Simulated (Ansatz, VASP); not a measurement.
Two plane-wave programs on MgCd2Se3

```
CELL_PARAMETERS angstrom
-2.00525 2.00525 8.51699
2.00525 -2.00525 8.51699
2.00525 2.00525 -8.51699
ATOMIC_POSITIONS crystal
Mg 0.50000 0.50000 0.00000
Cd 0.83318 0.83318 0.00000
Cd 0.16682 0.16682 0.00000
Se 0.00000 0.00000 0.00000
Se 0.66375 0.66375 0.00000
Se 0.33625 0.33625 0.00000
```

Alike in both runs: functional PBE; k mesh 6 × 6 × 6; occupations gaussian, width 0.1 eV; no spin polarisation.

Ansatz relaxed the structure, and its values are those at the end. VASP's run is a single point on that final structure, the one shown.

|  | VASP | Ansatz |
| --- | --- | --- |
| version | VASP 6.6.1 | Ansatz 0.2.0 |
| potentials or method | VASP PAW PBE potentials, release 64 (Mg, Cd, Se), cutoff 520 eV | scalar-relativistic, plane waves, PAW |
| valence electrons in the cell | 44 | 98 |

Ansatz gave:

- gap on the k mesh at the Fermi level (eV): none
- pressure (GPa): 0.0
- rms of the force components (eV/Å): 0.004

**Question.** Which values does VASP return?

**Answer.** gap on the k mesh at the Fermi level (eV): none; pressure (GPa): 0.2; rms of the force components (eV/Å): 0.010.

A gap of «none» marks a metal or a gap that the smearing closes. VASP's potentials hold 44 valence electrons a cell and Ansatz's 98, so a difference there can come from the potentials and not from the codes.

The k mesh is coarse, so the values compare programs but aren't converged.
